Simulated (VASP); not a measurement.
Write the native input for VASP 6.6.1 that does the following.

```
Task                   : relaxation of cell and atoms
Functional             : LDA
Potentials or basis    : VASP PAW LDA potentials, release 64 (C)
Cutoff                 : 600 eV
k mesh                 : 24 × 24 × 24
Occupations            : fermi-dirac, width 0.1 eV
Spin                   : no spin polarisation
Target pressure        : 24 GPa
Dipole correction      : no
Further INCAR settings : ALGO = Normal; EDIFF = 1e-07; IBRION = 2; EDIFFG = -0.005; NSW = 60; ISIF = 3
```

The structure of C lies in POSCAR:

```
C
1.0
   -1.1537163275      1.1537163275      1.1537163275
    1.1537163275     -1.1537163275      1.1537163275
    1.1537163275      1.1537163275     -1.1537163275
C
1
Direct
    0.0000000000      0.0000000000      0.0000000000
```

The input as run:

INCAR

```
SYSTEM = C
ALGO = Normal
EDIFF = 1E-7
EDIFFG = -0.005
ENCUT = 600
IBRION = 2
ISIF = 3
ISMEAR = -1
LASPH = .TRUE.
LCHARG = .FALSE.
LREAL = .FALSE.
LWAVE = .FALSE.
NELM = 100
NSW = 60
PREC = Accurate
PSTRESS = 240.0
SIGMA = 0.1
```

KPOINTS

```
k-points
0
G
  24 24 24
  0 0 0
```

Potentials or basis: VASP PAW LDA potentials, release 64 (C).

The run is started by

```bash
$ cat potpaw_LDA.64/C/POTCAR > POTCAR
$ mpirun -np 1 vasp_std > vasp.out
```

It gave:

* Relaxed volume: 5.78 Å³/atom
* Relaxed cell: a = 1.958 Å, b = 1.958 Å, c = 1.958 Å, α = 109.47°, β = 109.47°, γ = 109.47°
* Space group after relaxing (to 0.1 Å): Im-3m (No. 229)
* Energy change on relaxing (the run minimises the enthalpy): +34.3 meV/atom
* Ionic steps: 3
* Pressure after relaxing: 24.0 GPa
* Band gap on the k mesh: zero (bands 2 and 3 overlap by 15.61 eV)

Caveat: the cell is relaxed towards a set pressure, so the run minimises the enthalpy, not the energy.

Wall time 17 s on 1 thread of Intel Xeon 8259CL, on a shared host, peak memory 0.12 GiB.
